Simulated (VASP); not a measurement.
Runs of VASP 6.6.1 on Ge2Sb2Te. The structure is that of space group P-3m1 (No. 164), or close to it. The cells are those of the table. 

| task | cell | k mesh | cutoff (eV) | gap on the mesh (eV) | pressure (GPa) | largest force (eV/Å) |
| --- | --- | --- | --- | --- | --- | --- |
| relaxation of cell and atoms | relaxed from a = 4.112, b = 4.112, c = 7.369 Å, angles 90.0, 90.0, 120.0°, 5 atoms | 6 × 6 × 4 | 600 | none | 0.1 | 0.03 |
| single point | a = 4.112, b = 4.112, c = 7.369 Å, angles 90.0, 90.0, 120.0°, 5 atoms | 6 × 6 × 4 | 520 | none | 21.1 | 1.30 |
| single point | a = 4.092, b = 4.092, c = 9.191 Å, angles 90.0, 90.0, 120.0°, 5 atoms | 6 × 6 × 4 | 520 | none | (a) | 0.01 |
| single point | a = 4.101, b = 4.101, c = 9.128 Å, angles 90.0, 90.0, 120.0°, 5 atoms | 12 × 12 × 4 | 520 | none | 0.0 | 0.01 |

Alike in all rows: level PBE; potentials or basis VASP PAW PBE potentials, release 64 (Ge_d, Sb, Te); no spin polarisation; smearing gaussian 0.1 eV.

**Question.** Fill in the values left out.

**Answer.** (a) -0.1.

Caveats: spin-orbit coupling is left out, which moves the levels of the heavy elements; forces of over 1 eV/Å act on the atoms, so gaps and moduli don't describe the material at rest (some runs).

A k mesh can miss the band edges, and the runs leave out spin-orbit coupling on Ge, Sb, Te.

A gap of «none» marks levels without a gap at the run's occupations.
